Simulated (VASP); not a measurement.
A run of VASP 6.6.1 is set up as follows.

File INCAR:

```
SYSTEM = Yb
ALGO = Normal
EDIFF = 1E-6
ENCUT = 520
GGA = PE
ISIF = 2
ISMEAR = -1
LASPH = .True.
LCHARG = .True.
LELF = .True.
LREAL = .False.
LVHAR = .True.
LWAVE = .False.
NBANDS = 18
NELM = 80
PREC = Accurate
SIGMA = 0.05
```

The input KPOINTS:

```
k-points
0
Gamma
  12 12 12
  0 0 0
```

POSCAR

```
Yb
1.0
    0.0000000000      2.7612667546      2.7612667546
    2.7612667546      0.0000000000      2.7612667546
    2.7612667546      2.7612667546      0.0000000000
Yb
1
Direct
    0.0000000000      0.0000000000      0.0000000000
```

Potentials or basis: VASP PAW PBE potentials, release 64 (Yb).

The run is started by

```sh
$ cat potpaw_PBE.64/Yb/POTCAR > POTCAR
$ mpirun -np 1 vasp_std > vasp.out
```

Q: Predict the band gap on the k mesh.

A: Zero (bands 12 and 13 overlap by 0.09 eV).

Q: What does it give for the pressure?

A: -2.3 GPa.

Caveat: spin-orbit coupling is left out, which moves the levels of the heavy elements. Spin polarisation is off, so any magnetic state and its effect on volume and gap are missing.
